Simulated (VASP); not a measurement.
# PC4 (P-3m1) in VASP: notebook, part 2 of 2

VASP 6.6.1. Earlier steps stand in the parts before.

## (3) Relaxation of cell and atoms, PBE

INCAR

```
ALGO = Normal ; EDIFF = 1E-7
EDIFFG = -0.04 ; ENCUT = 600
GGA = PE ; IBRION = 2
ISIF = 3 ; ISMEAR = 0
LASPH = True ; LCHARG = False
LREAL = False ; LWAVE = False
NELM = 100 ; NSW = 90
PREC = Accurate ; SIGMA = 0.1
```

KPOINTS

```
k-points
0
Gamma
  6 6 2
```

POSCAR

```
PC4
1.0
    2.8406876000      0.0000000000      0.0000000000
   -1.4203438000      2.4601076200      0.0000000000
    0.0000000000      0.0000000000      9.1341780800
P C
1 4
Direct
    0.0000000000      0.0000000000      0.0000000000
    0.3333333300      0.6666666700      0.8658552800
    0.3333333300      0.6666666700      0.3767953500
    0.6666666700      0.3333333300      0.1341447200
    0.6666666700      0.3333333300      0.6232046500
```

Potentials or basis: VASP PAW PBE potentials, release 64 (P, C).

On the command line:

```console
$ cat potpaw_PBE.64/P/POTCAR potpaw_PBE.64/C/POTCAR > POTCAR
$ mpirun -np 1 vasp_std > vasp.out
```

OUTCAR:

```text
EDIFF = 1E-7
   EDIFFG = -0.04
   ENCUT = 600
   GGA = PE
   IBRION = 2
   ISIF = 3
   ISMEAR = 0
   LASPH = True
   LREAL = False
   NELM = 100
   NSW = 90
   PREC = Accurate

 ion  position               nearest neighbor table
   1  0.000  0.000  0.000-   2 2.05   4 2.05   2 2.05   4 2.05   4 2.05   2 2.05
   2  0.333  0.667  0.866-   1 2.05   1 2.05   1 2.05
   3  0.333  0.667  0.377-
   4  0.667  0.333  0.134-   1 2.05   1 2.05   1 2.05
   5  0.667  0.333  0.623-

  LATTYP: Found a hexagonal cell.
 ALAT       =     2.8406876000
 C/A-ratio  =     3.2154813785

  Lattice vectors:

 A1 = (   2.8406876000,   0.0000000000,   0.0000000000)
 A2 = (  -1.4203438000,   2.4601076200,   0.0000000000)
 A3 = (   0.0000000000,   0.0000000000,   9.1341780800)

Analysis of symmetry for initial positions (statically):
[... 761 lines left out ...]
      2      -3.7646      2.00000
      3      -1.3541      2.00000
      4      -1.3541      2.00000
      5      -1.2486      2.00000
      6       0.9839      2.00000
      7       3.6409      2.00000
      8       3.6409      2.00000
      9       5.6893      2.00000
     10       6.5762      2.00000
     11       6.5762      2.00000
     12      13.2718      0.00000
     13      19.8683      0.00000
     14      19.8683      0.00000

[... ionic steps 4 to 27 ...]

--------------------------------------- Ionic step       28  -------------------------------------------

 number of electron      21.0000001 magnetization

------------------------ aborting loop because EDIFF is reached ----------------------------------------
[... 73 lines left out ...]
--------------------------------------- Ionic step       30  -------------------------------------------

 number of electron      21.0000001 magnetization

 Free energy of the ion-electron system (eV)
  ---------------------------------------------------
  ext. energy  EPLUGINS =         0.00000000
  ---------------------------------------------------
  free energy    TOTEN  =       -38.71211306 eV

  energy without entropy =      -38.70148975  energy(sigma->0) =      -38.70680141

 E-fermi :   9.9229     XC(G=0): -12.7258

 val. band max:        9.8802454484   @ k =   0.1667  -0.0000   0.5000
 cond. band min:       9.9416213247   @ k =   0.3333   0.0000   0.0000
 fundamental gap:      0.0613758764
 Fermi energy:         9.9228769547
[... 268 lines left out ...]
  FREE ENERGIE OF THE ION-ELECTRON SYSTEM (eV)
  ---------------------------------------------------
  free  energy   TOTEN  =       -38.7121130647 eV

  energy  without entropy=      -38.7014897465  energy(sigma->0) =      -38.70680141

 reached required accuracy - stopping structural energy minimisation
```

Wall time 6 min (1 thread of Intel Xeon Platinum 8488C (Sapphire Rapids), shared host); peak memory 0.21 GiB.

Results:

- Free energy: -38.7121 eV
- Relaxed volume: 7.11 Å³/atom
- Relaxed cell: a = 2.706 Å, b = 2.706 Å, c = 5.608 Å, α = 90.00°, β = 90.00°, γ = 120.00°
- Space group after relaxing (to 0.1 Å): P-3m1 (No. 164)
- Pressure after relaxing: 0.1 GPa
- Largest force after relaxing: 0.020 eV/Å
- Band gap on the k mesh: zero (an odd number of electrons rules out a gap without spin polarisation)

Forces on the atoms (eV/Å):
```
P    0.000  0.000  0.000
C    0.000  0.000 -0.020
C    0.000  0.000  0.012
C    0.000  0.000  0.020
C    0.000  0.000 -0.012
```

Final structure:
```
P C
1.0
     2.70601    0.00000    0.00000
    -1.35301    2.34348    0.00000
     0.00000    0.00000    5.60750
P C
1 4
Direct
  0.00000 0.00000 0.00000
  0.33333 0.66667 0.81334
  0.33333 0.66667 0.55020
  0.66667 0.33333 0.18666
  0.66667 0.33333 0.44980
```

Levels at points of the mesh, in eV from the Fermi level:
| k point | band 7 | band 8 | band 9 | band 10 | band 11 | band 12 | band 13 | band 14 |
| --- | --- | --- | --- | --- | --- | --- | --- | --- |
| (0.00, 0.00, 0.00) | -2.69 | -0.13 | -0.13 | 1.25 | 1.25 | 5.60 | 5.60 | 5.66 |
| (0.50, 0.00, 0.00) | -5.54 | -3.99 | -3.41 | -2.67 | -0.32 | 3.26 | 4.47 | 6.40 |
| (0.00, 0.00, 0.50) | -2.49 | -0.23 | -0.23 | 1.05 | 1.05 | 5.60 | 6.05 | 6.05 |
| (0.50, 0.00, 0.50) | -5.98 | -5.08 | -4.46 | -3.93 | 1.22 | 2.88 | 4.62 | 6.49 |

Caveat: the k points lie up to 0.56 Å⁻¹ apart in the final cell, too coarse for converged energies and pressures of a metal; the volume moved by over 15 % at a fixed basis, so the end points are rough.
